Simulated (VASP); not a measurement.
## Ti: single point with PBEsol

Crystal: Ti.

```
Ti
1.0
    -1.30410    1.30410    2.04197
     1.30410   -1.30410    2.04197
     1.30410    1.30410   -2.04197
Ti
1
Cartesian
  0.0000 0.0000 0.0000
```

This cell differs from its parent crystal: volume 13.891 Å^3 an atom, c/a of the conventional cell 1.5658.

| Property | Result |
| --- | --- |
| Program | VASP 6.6.1 |
| Task | single point |
| Functional | PBEsol |
| Potentials or basis | VASP PAW PBE potentials, release 64 (Ti_sv) |
| Cutoff | 520 eV |
| k mesh | 22 × 22 × 22 |
| Occupations | gaussian, width 0.15 eV |
| Spin | no spin polarisation |
| Dipole correction | no |
| Further INCAR settings | ALGO = Fast; EDIFF = 1e-06; NBANDS = 12 |

```yaml
Pressure: 27.3 GPa
Band_gap_on_the_k_mesh: zero (band 6 reaches 11.29 eV, above the bottom of band 7 at 9.90 eV)
```

Stress tensor (GPa, compression positive):
```
28.01  0.00  0.00
 0.00 28.01  0.00
 0.00  0.00 26.00
```

Levels at points of the mesh, in eV from the Fermi level:
| k point | band 2 | band 3 | band 4 | band 5 | band 6 | band 7 | band 8 | band 9 | band 10 | band 11 |
| --- | --- | --- | --- | --- | --- | --- | --- | --- | --- | --- |
| (0.00, 0.00, 0.00) | -31.73 | -31.69 | -31.69 | -6.48 | 0.34 | 1.44 | 1.44 | 2.46 | 3.82 | 16.74 |
| (0.50, 0.00, 0.00) | -33.09 | -31.96 | -31.76 | -3.13 | 0.31 | 1.41 | 1.49 | 4.48 | 4.90 | 10.91 |
| (0.50, 0.50, 0.00) | -32.98 | -32.38 | -32.11 | -3.47 | -2.42 | 4.55 | 4.61 | 4.94 | 5.54 | 12.91 |
| (0.50, 0.50, 0.50) | -32.95 | -32.02 | -32.02 | -3.38 | -2.22 | 2.78 | 4.77 | 5.04 | 5.04 | 12.19 |

Run time: 88 s on 1 thread of Intel(R) Xeon(R) 6975P-C (Granite Rapids), on a shared host, peak memory 0.24 GiB.

Caveat: the PAW data sets were made with another functional, which shifts forces and pressure a little.
